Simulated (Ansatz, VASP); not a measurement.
One calculation of CuSi16, two programs

```xyz
17
Lattice="0.0000 5.4300 5.4300 5.4300 0.0000 5.4300 5.4300 5.4300 0.0000" Properties=species:S:1:pos:R:3 pbc="T T T"
Si   -0.1086    0.1064    0.1122
Si    1.3702    1.3948    1.4005
Si    2.7548    2.6730    0.0130
Si    4.0330    4.0576    1.4006
Si    2.7548    0.0072    2.6788
Si    4.0331    1.3948    4.0634
Si    5.4206    2.6731    2.6788
Si    6.8947    3.9631    3.9689
Si    0.0760    2.7690    2.7748
Si    1.2360    4.1918    4.1976
Si    2.6588    5.3518    2.7748
Si    4.1285    6.7293    4.1482
Si    2.6588    2.7690    5.3575
Si    4.1285    4.1424    6.7351
Si    5.5504    5.3074    5.3132
Si    6.7154    6.7293    6.7351
Cu    8.8383    7.4495    7.4553
```

Alike in both runs: functional PBE; dispersion D3(BJ); k mesh 2 × 2 × 2; occupations gaussian, width 0.05 eV; collinear spin.

Ansatz relaxed the structure, and its values are those at the end. VASP's run is a single point on that final structure, the one shown.

|  | VASP | Ansatz |
| --- | --- | --- |
| version | VASP 6.6.1 | Ansatz 0.2.0 |
| potentials or method | VASP PAW PBE potentials, release 64 (Si, Cu), cutoff 520 eV | scalar-relativistic, plane waves, PAW |
| valence electrons in the cell | 75 | 83 |

```tsv
	VASP	Ansatz	Ansatz less VASP
rms of the force components (eV/Å)	0.009	0.004	-0.0052
net moment per atom (μB)	0.00	0.00	0.000
```

VASP's potentials hold 75 valence electrons a cell and Ansatz's 83, so a difference there can come from the potentials and not from the codes. Ansatz's warnings: seeded moment not kept.

The k mesh is coarse, so the values compare programs but aren't converged.
